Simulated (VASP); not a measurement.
BaTiO3, 5 atoms in the cell. The structure is tetragonal, space group P4/mmm (No. 123). Conventional cell: a = 4.087 Å, b = 4.087 Å, c = 4.007 Å, α = 90.00°, β = 90.00°, γ = 90.00°. Ba (site symmetry 4/mmm) has 12 O at 2.86 to 2.89 Å and 8 Ti at 3.52 Å within 3.8 Å. Ti (site symmetry 4/mmm) has 6 O at 2.00 to 2.04 Å within 2.7 Å. Within 2.7 Å of O (site symmetry mmm) lie 2 Ti at 2.04 Å. O (site symmetry 4/mmm) has 2 Ti at 2.00 Å within 2.7 Å.  This cell differs from its parent crystal: equal xx and yy strain of +2 %.

| Quantity | Value |
| --- | --- |
| Program | VASP 6.6.1 |
| Task | electric field gradients |
| Functional | PBE |
| Potentials or basis | VASP PAW PBE potentials, release 64 (Ba_sv, Ti_sv, O) |
| Cutoff | 520 eV |
| k mesh | 8 × 8 × 8 |
| Occupations | fermi-dirac, width 0.05 eV |
| Spin | no spin polarisation |
| Dipole correction | no |
| Further INCAR settings | ALGO = Normal; EDIFF = 1e-08; NBANDS = 28 |

Potentials or basis: VASP PAW PBE potentials, release 64 (Ba_sv, Ti_sv, O).

Run with:

```console
$ cat potpaw_PBE.64/Ba_sv/POTCAR potpaw_PBE.64/Ti_sv/POTCAR potpaw_PBE.64/O/POTCAR > POTCAR
$ mpirun -np 1 vasp_std > vasp.out
```

Hardware: 1 thread of Intel Xeon 8259CL, with other jobs on the host.

Task: Estimate the wall time of this run.

Result: It took 3.9 min on 1 thread of Intel Xeon 8259CL (shared host), peak memory 0.27 GiB. Counts: scf iterations 20, k points 75.
